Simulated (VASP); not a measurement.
Set up this calculation in VASP 6.6.1, as the native input.

```
Task                   : relaxation of cell and atoms
Functional             : PBE
Potentials or basis    : VASP PAW PBE potentials, release 64 (Nb_sv, Ru_pv, N)
Cutoff                 : 600 eV
k mesh                 : 4 × 4 × 4
Occupations            : gaussian, width 0.1 eV
Spin                   : collinear spin, ferromagnetic start
Starting moments       : [0.0, 1.0, 1.0, 0.0, 0.0, 0.0] μB
Dipole correction      : no
Further INCAR settings : ALGO = Normal; EDIFF = 1e-06; IBRION = 2; EDIFFG = -0.04; NSW = 90; ISIF = 3
```

The structure of NbRu2N3 lies in POSCAR:

```
NbRu2N3
1.0
    4.2924093200      0.0000000000      0.0000000000
    0.0000000000      4.2924093200      0.0000000000
    0.0000000000      0.0000000000      4.0058456500
Nb Ru N
1 2 3
Direct
    0.5000000000      0.5000000000      0.5000000000
    0.0000000000      0.0000000000      0.0000000000
    0.5000000000      0.5000000000      0.0000000000
    0.0000000000      0.5000000000      0.0000000000
    0.5000000000      0.0000000000      0.0000000000
    0.0000000000      0.0000000000      0.5000000000
```

One way to write it, as run:

INCAR

```
PREC     = Accurate       # precision mode
ENCUT    = 600            # plane-wave cutoff, eV
EDIFF    = 1E-6           # SCF threshold, eV
ISMEAR   = 0              # smearing method
SIGMA    = 0.1            # smearing width, eV
LREAL    = False          # projectors in reciprocal space
LASPH    = True           # aspherical terms in the spheres
NELM     = 150            # most SCF steps
ALGO     = Normal         # electronic algorithm
ISIF     = 3              # what is computed and relaxed
LWAVE    = False          # write WAVECAR
LCHARG   = False          # write CHGCAR
ISPIN    = 2              # spin polarisation
MAGMOM   = 0 1 1 0 0 0    # initial moments
LORBIT   = 11             # projections on sites
LMAXMIX  = 4              # l up to which the mixer works
GGA      = PE             # functional
IBRION   = 2              # ionic algorithm
NSW      = 90             # ionic steps
EDIFFG   = -0.04          # ionic threshold
```

KPOINTS

```
Automatic mesh
0
Gamma
  4 4 4
```

Potentials or basis: VASP PAW PBE potentials, release 64 (Nb_sv, Ru_pv, N).

The run is started by

```bash
$ cat potpaw_PBE.64/Nb_sv/POTCAR potpaw_PBE.64/Ru_pv/POTCAR potpaw_PBE.64/N/POTCAR > POTCAR
$ mpirun -np 1 vasp_std > vasp.out
```

Results of the run:

| Property | Result |
| --- | --- |
| Relaxed volume | 12.89 Å³/atom |
| Relaxed cell | a = 3.930 Å, b = 3.930 Å, c = 5.006 Å, α = 90.00°, β = 90.00°, γ = 90.00° |
| Space group after relaxing (to 0.05 Å) | P4/mmm (No. 123) |
| Energy gained by relaxing | 706.4 meV/atom |
| Ionic steps | 8 |
| Pressure after relaxing | 0.0 GPa |
| Band gap on the k mesh | zero (filled and empty bands overlap) |
| Net moment | 0.00 μB per cell |
| Valence electrons inside the program's atomic spheres | Nb 10.41; Ru 12.67, 13.00; N 3.71, 3.40 |

Caveat: the k points lie up to 0.40 Å⁻¹ apart in the final cell.

Run time: 17 min on 1 thread of AMD EPYC 9R14 (Zen 4), on a shared host, peak memory 0.26 GiB.
